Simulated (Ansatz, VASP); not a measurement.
**One calculation of Ti, two programs**

```
Ti
1.0
     0.00000    2.06683    2.06683
     2.06683    0.00000    2.06683
     2.06683    2.06683    0.00000
Ti
1
Direct
  0.00000 0.00000 0.00000
```

Alike in both runs: task relaxation of cell and atoms; functional LDA; k mesh 13 × 13 × 13; occupations fermi-dirac, width 0.1 eV; no spin polarisation.

|  | VASP | Ansatz |
| --- | --- | --- |
| version | VASP 6.6.1 | Ansatz 0.2.0 |
| potentials or method | VASP PAW LDA potentials, release 64 (Ti_sv), cutoff 600 eV | plane waves (420 eV) with PAW, scalar-relativistic |
| valence electrons in the cell | 12 | 12 |

Ansatz gave:

| Quantity | Value |
| --- | --- |
| relaxed volume (Å³/atom) | 16.06 |
| relaxed cell length with the largest relative difference (Å) | 2.832 |

Q: Estimate VASP's values.

A: Relaxed volume (Å³/atom): 16.04; relaxed cell length with the largest relative difference (Å): 2.831.

Ansatz warns that its potentials were made for another functional, while VASP's fit it. LDA's correlation is that of Perdew and Zunger in VASP and of Perdew and Wang (1992) in Ansatz.
